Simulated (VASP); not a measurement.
# CaB15N15 (a cell with a defect) (Ca_B-V_N) in VASP: further runs, part 3 of 3

VASP 6.6.1. Earlier steps stand in the parts before.

## Step 6: Single point, PBE, collinear spin

The input, INCAR:

```
PREC = Accurate
ENCUT = 520
EDIFF = 1E-6
ISMEAR = 0
SIGMA = 0.01
LREAL = Auto
LASPH = True
NELM = 150
ALGO = Normal
ISIF = 2
LWAVE = False
LCHARG = False
ISPIN = 2
MAGMOM = 0.06 0 0 0.06 0 0 0.01 0 0 0 0 0.06 0.01 0 0.01 0.06 0 0 0 0 0 0 0 0 0 0 0.01 0 0 0.01 0.01
LORBIT = 11
NUPDOWN = 1.0
GGA = PE
NBANDS = 90
NELECT = 129.0
```

The input, KPOINTS:

```
Automatic mesh
0
Gamma
  1 1 1
  0.25 0.25 0.25
```

The input, POSCAR:

```
CaB15N15
1.0
   -3.6241103800      3.6241103800     -3.6241103800
    3.6241103800      3.6241103800      3.6241103800
    3.6241103800     -3.6241103800     -3.6241103800
B Ca N
15 1 15
Direct
   -0.0047949088     -0.0057292447     -0.0509165550
    0.0127512774      0.2584329084      0.7603068284
    0.0127318141      0.5087056616      0.5100215711
   -0.0048157261      0.6974825305      0.2458371976
    0.2593733607      0.0117912307      0.7603135255
    0.2593767931      0.5087360185      0.2634035039
    0.2472238688      0.7496348881      0.0012343865
    0.5096279064      0.0117921322      0.5100105178
    0.5096409449      0.2584343438      0.2633945676
    0.5006847927      0.4997486600      0.0066914814
    0.5006840159      0.7550768655      0.7513445840
    0.6985004764     -0.0057162734      0.2458778982
    0.7505727050      0.2462583441      0.0012182961
    0.7560492962      0.4997584217      0.7513569550
    0.7505668707      0.7496404528      0.4978835136
    0.1511923837      0.1502401747      0.4018429946
    0.0008207898      0.2491756905      0.0088604047
    0.0100980846      0.5062526144      0.7578443002
    0.0008049750      0.7572585219      0.5007625905
    0.2501179769     -0.0001256696      0.0088699794
    0.2574695950      0.2565054908      0.7893959221
    0.2574533168      0.5377879830      0.5081084872
    0.2501191565      0.7572786350      0.2514714208
    0.5071584463      0.0091191709      0.7578254908
    0.5387334705      0.2565096603      0.5081231698
    0.5071729042      0.5062470519      0.2607442289
    0.4994403326      0.7502498251      0.0018582412
    0.7582475073     -0.0000969353      0.5008048248
    0.7582185248      0.2491781333      0.2514869315
    0.7511599334      0.4984578675      0.0018136252
    0.7511769793      0.7502330958      0.7500763689
```

Potentials or basis: VASP PAW PBE potentials, release 64 (B, Ca_sv, N).

Run with:

```console
cat potpaw_PBE.64/B/POTCAR potpaw_PBE.64/Ca_sv/POTCAR potpaw_PBE.64/N/POTCAR > POTCAR
mpirun -np 1 vasp_std > vasp.out
```

OUTCAR:

```text
PREC = Accurate
   ENCUT = 520
   EDIFF = 1E-6
   ISMEAR = 0
   LREAL = Auto
   LASPH = True
   NELM = 150
   ISIF = 2
   ISPIN = 2
   LORBIT = 11
   NUPDOWN = 1.0
   GGA = PE
   NELECT = 129.0

 ion  position               nearest neighbor table
   1  0.995  0.994  0.949-  31 1.46  17 1.50  20 1.50  16 2.38
   2  0.013  0.258  0.760-  21 1.49  18 1.57  17 1.61  28 1.62  16 2.64
   3  0.013  0.509  0.510-  22 1.49  18 1.57  19 1.61  29 1.62  16 2.64
   4  0.995  0.697  0.246-  30 1.46  19 1.50  23 1.50  16 2.38
   5  0.259  0.012  0.760-  21 1.49  24 1.57  20 1.61  19 1.62  16 2.64
   6  0.259  0.509  0.263-  22 1.49  26 1.57  23 1.61  17 1.62  16 2.64
   7  0.247  0.750  0.001-  18 1.52  23 1.55  20 1.55  27 1.58
   8  0.510  0.012  0.510-  25 1.49  24 1.57  28 1.61  23 1.62  16 2.64
   9  0.510  0.258  0.263-  25 1.49  26 1.57  29 1.61  20 1.62  16 2.64
  10  0.501  0.500  0.007-  21 1.48  26 1.57  27 1.59  30 1.59
  11  0.501  0.755  0.751-  22 1.48  24 1.57  31 1.59  27 1.59
  12  0.699  0.994  0.246-  27 1.46  29 1.50  28 1.50  16 2.38
  13  0.751  0.246  0.001-  24 1.52  17 1.55  29 1.55  30 1.58
  14  0.756  0.500  0.751-  25 1.48  18 1.57  30 1.59  31 1.59
  15  0.751  0.750  0.498-  26 1.52  28 1.55  19 1.55  31 1.58
  16  0.151  0.150  0.402-  25 2.09  22 2.09  21 2.09  12 2.38   4 2.38   1 2.38   8 2.64   9 2.64
                             2 2.64   5 2.64   3 2.64   6 2.64
  17  0.001  0.249  0.009-   1 1.50  13 1.55   2 1.61   6 1.62
  18  0.010  0.506  0.758-   7 1.52   3 1.57   2 1.57  14 1.57
  19  0.001  0.757  0.501-   4 1.50  15 1.55   3 1.61   5 1.62
  20  0.250  1.000  0.009-   1 1.50   7 1.55   5 1.61   9 1.62
  21  0.257  0.257  0.789-  10 1.48   5 1.49   2 1.49  16 2.09
  22  0.257  0.538  0.508-  11 1.48   6 1.49   3 1.49  16 2.09
  23  0.250  0.757  0.251-   4 1.50   7 1.55   6 1.61   8 1.62
  24  0.507  0.009  0.758-  13 1.52   5 1.57   8 1.57  11 1.57
  25  0.539  0.257  0.508-  14 1.48   8 1.49   9 1.49  16 2.09
  26  0.507  0.506  0.261-  15 1.52   6 1.57   9 1.57  10 1.57
  27  0.499  0.750  0.002-  12 1.46   7 1.58  10 1.59  11 1.59
  28  0.758  1.000  0.501-  12 1.50  15 1.55   8 1.61   2 1.62
[... 326 lines left out ...]

 k-point     1 :       0.2500    0.2500    0.2500
  band No.  band energies     occupation
      1     -29.9977      1.00000
      2     -12.3103      1.00000
      3     -12.3100      1.00000
      4     -11.9008      1.00000
      5     -11.0820      1.00000
      6     -11.0785      1.00000
[... 68 lines left out ...]
     75      15.2072      0.00000
     76      15.2075      0.00000
 [bands above 76 left out]

------------------------ aborting loop because EDIFF is reached ----------------------------------------

  FORCE on cell =-STRESS in cart. coord.  units (eV):
  Direction    XX          YY          ZZ          XY          YZ          ZX
  --------------------------------------------------------------------------------------
  -------------------------------------------------------------------------------------
  Total       14.1944655     14.1978745     14.1981931      0.9910477     -0.9877297     -0.9854742
  in kB      119.4442880    119.4729742    119.4756552      8.3395172     -8.3115965     -8.2926170
  external PRESSURE =     119.4643058 kB  Pullay stress =       0.0000000 kB

 VOLUME and BASIS-vectors are now :
 -----------------------------------------------------------------------------
  energy-cutoff  :      520.00
  volume of cell :      190.40
      direct lattice vectors                 reciprocal lattice vectors
    -3.624110380  3.624110380 -3.624110380     0.000000000  0.137964893 -0.137964893
     3.624110380  3.624110380  3.624110380     0.137964893  0.137964893  0.000000000
     3.624110380 -3.624110380 -3.624110380     0.137964893  0.000000000 -0.137964893

 POSITION                                       TOTAL-FORCE (eV/Angst)
 -----------------------------------------------------------------------------------
      3.43620      3.77050     -3.44297         0.004363     -0.000986     -0.005885
      3.64581     -1.77263     -1.86506         0.009415     -0.022443      0.014894
      3.64584      0.04137     -0.05091         0.009579     -0.014681      0.020909
     -0.18796      5.24347     -1.96985         0.005959      0.003614     -0.001423
      1.85820     -1.77273     -3.65273        -0.016302     -0.022088     -0.007485
      1.85831      1.82912     -0.05090        -0.017690      0.006735      0.022017
[... 23 lines left out ...]
     -0.90925      4.52218     -0.92239        -0.001739     -0.001770      0.015192
      2.71494      2.72292     -2.72178        -0.002471     -0.017353      0.002349
 -----------------------------------------------------------------------------------
    total drift:                                0.003472      0.004279      0.000889

  FREE ENERGIE OF THE ION-ELECTRON SYSTEM (eV)
  ---------------------------------------------------
  free  energy   TOTEN  =      -263.8396952007 eV

  energy  without entropy=     -263.8396952007  energy(sigma->0) =     -263.83969520

 total charge

# of ion       s       p       d       tot
------------------------------------------
    1        0.726   1.381   0.000   2.107
    2        0.671   1.347   0.000   2.018
    3        0.671   1.347   0.000   2.018
    4        0.726   1.381   0.000   2.107
    5        0.671   1.347   0.000   2.018
    6        0.671   1.347   0.000   2.018
[... 23 lines left out ...]
   30        1.213   2.767   0.000   3.981
   31        1.213   2.767   0.000   3.981
--------------------------------------------------
tot         30.591  68.048   0.628  99.266

 magnetization (x)

# of ion       s       p       d       tot
------------------------------------------
    1        0.010   0.107   0.000   0.117
    2        0.003   0.004   0.000   0.007
    3        0.003   0.004   0.000   0.007
    4        0.010   0.107   0.000   0.117
    5        0.003   0.004   0.000   0.007
    6        0.003   0.004   0.000   0.007
[... 23 lines left out ...]
   30        0.000   0.011   0.000   0.011
   31        0.000   0.011   0.000   0.011
--------------------------------------------------
tot          0.077   0.434   0.043   0.554
```

Run time: 2 min. Hardware: 1 thread of Intel Xeon Platinum 8259CL at 2.50GHz (Skylake/Cascade Lake), shared host; peak memory 0.41 GiB.

Results:

* Free energy: -263.8397 eV
* Largest force: 0.105 eV/Å
* Net moment: 1.00 μB per cell
* Site moments: B +0.12, +0.01; Ca +0.09; N -0.00, +0.00, +0.01 μB
* Valence electrons inside the program's atomic spheres: B 2.11, 2.02, 2.08, 2.04; Ca 8.65; N 3.96, 3.98, 4.06

Forces on the atoms (eV/Å):
```
B    0.004 -0.001 -0.006
B    0.009 -0.022  0.015
B    0.010 -0.015  0.021
B    0.006  0.004 -0.001
B   -0.016 -0.022 -0.007
B   -0.018  0.007  0.022
B    0.003  0.009 -0.008
B   -0.022 -0.015 -0.013
B   -0.022  0.009  0.014
B   -0.001  0.023 -0.001
B    0.001  0.001 -0.022
B    0.001  0.000 -0.002
B    0.010  0.007 -0.001
B    0.021 -0.002  0.002
B    0.005  0.005 -0.009
Ca  -0.061 -0.060  0.060
N    0.013  0.017  0.008
N   -0.006 -0.007  0.005
N    0.012 -0.007 -0.018
N   -0.006  0.017 -0.012
N    0.040 -0.012 -0.036
N    0.039  0.038  0.012
N   -0.008  0.010 -0.017
N   -0.005 -0.003  0.003
N   -0.012  0.042 -0.036
N   -0.006 -0.004  0.004
N   -0.020 -0.004  0.005
N    0.016 -0.010 -0.008
N    0.016  0.013  0.010
N   -0.002 -0.002  0.015
N   -0.002 -0.017  0.002
```

Caveat: the k points lie up to 1.23 Å⁻¹ apart; the cell carries a net charge on a neutralising background, which shifts energy and pressure; the cell is charged against a uniform background, so pressure and absolute levels hang on convention; the total moment is fixed, so each spin has its own Fermi level.
